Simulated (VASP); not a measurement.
A run of VASP 6.6.1 is set up as follows.

File INCAR:

```
SYSTEM = Al
PREC = Accurate
ENCUT = 500
EDIFF = 1E-7
ISMEAR = 0
SIGMA = 0.05
LREAL = .False.
LASPH = .True.
NELM = 120
ALGO = Normal
ISIF = 3
LWAVE = .False.
LCHARG = .False.
GGA = PS
IBRION = 2
NSW = 60
EDIFFG = -0.02
GGA_COMPAT = .False.
NELMIN = 4
```

KPOINTS

```
Automatic mesh
0
Gamma
  9 9 9
  0 0 0
```

POSCAR

```
Al
1.0
   -1.6050000000      1.6050000000      1.6050000000
    1.6050000000     -1.6050000000      1.6050000000
    1.6050000000      1.6050000000     -1.6050000000
Al
1
Direct
    0.0000000000      0.0000000000      0.0000000000
```

Potentials or basis: VASP PAW PBE potentials, release 64 (Al).

The run is started by

```console
$ cat potpaw_PBE.64/Al/POTCAR > POTCAR
$ mpirun -np 1 vasp_std > vasp.out
```

Task: What does it give for the space group after relaxing (to 0.1 Å)?

Result: Im-3m (No. 229).

Task: Estimate the band gap on the k mesh.

Result: Zero (an odd number of electrons rules out a gap without spin polarisation).

Task: Predict the relaxed volume.

Result: 16.60 Å³/atom.

Task: What does it give for the relaxed cell?

Result: a = 2.784 Å, b = 2.784 Å, c = 2.784 Å, α = 109.47°, β = 109.47°, γ = 109.47°.

Final structure:
```cif
data_structure
_symmetry_space_group_name_H-M 'P 1'
_symmetry_Int_Tables_number 1
_cell_length_a 2.7836
_cell_length_b 2.7836
_cell_length_c 2.7836
_cell_angle_alpha 109.471
_cell_angle_beta 109.471
_cell_angle_gamma 109.471
_cell_volume 16.60
loop_
_atom_site_label
_atom_site_type_symbol
_atom_site_fract_x
_atom_site_fract_y
_atom_site_fract_z
_atom_site_occupancy
Al1 Al 0.00000 0.00000 0.00000 1
```

Caveat: the PAW data sets were made with another functional, which shifts forces and pressure a little.
